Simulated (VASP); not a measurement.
The system is TlSn2.

```xyz
3
Lattice="-1.9929 1.9929 4.8889 1.9929 -1.9929 4.8889 1.9929 1.9929 -4.8889" Properties=species:S:1:pos:R:3 pbc="T T T"
Tl    0.0000    0.0000    0.0000
Sn    0.0000    0.0000    6.5023
Sn    0.0000    0.0000    3.2756
```

* Program: VASP 6.6.1
* Task: relaxation of cell and atoms
* Functional: PBE
* Potentials or basis: VASP PAW PBE potentials, release 64 (Tl_d, Sn_d)
* Cutoff: 600 eV
* k mesh: 6 × 6 × 6
* Occupations: gaussian, width 0.1 eV
* Spin: no spin polarisation

At the start: pressure 5.8 GPa; volume 25.89 Å³/atom.

Problem. Where does the relaxation end?

Solution. Over 10 steps the energy falls by 64.8 meV/atom and the volume is 29.15 Å³/atom (+12.6 %); space group I4/mmm (No. 139, to 0.1 Å) before and after.

The path:
```
step  energy change (eV)  largest force (eV/Å)  pressure (GPa)  volume (Å³)
   1              0.0000                0.3257            5.75        77.67
   2             -0.1545                0.2883           -0.92        88.58
   3             -0.1591                0.2953           -0.12        86.70
   4             -0.1591                0.2932           -0.22        86.88
   5             -0.1671                0.2602           -0.17        86.81
   6             -0.1849                0.1570            0.04        86.57
   7             -0.1885                0.1055            0.78        86.10
   8             -0.1928                0.0205            0.42        86.31
   9             -0.1934                0.0086           -0.39        88.33
  10             -0.1945                0.0151           -0.07        87.44
```

Final structure:
```xyz
3
Lattice="-2.0507 2.0507 5.1978 2.0507 -2.0507 5.1978 2.0507 2.0507 -5.1978" Properties=species:S:1:pos:R:3 pbc="T T T"
Tl    0.0000    0.0000    0.0000
Sn    0.0000    0.0000    7.0413
Sn    0.0000    0.0000    3.3544
```
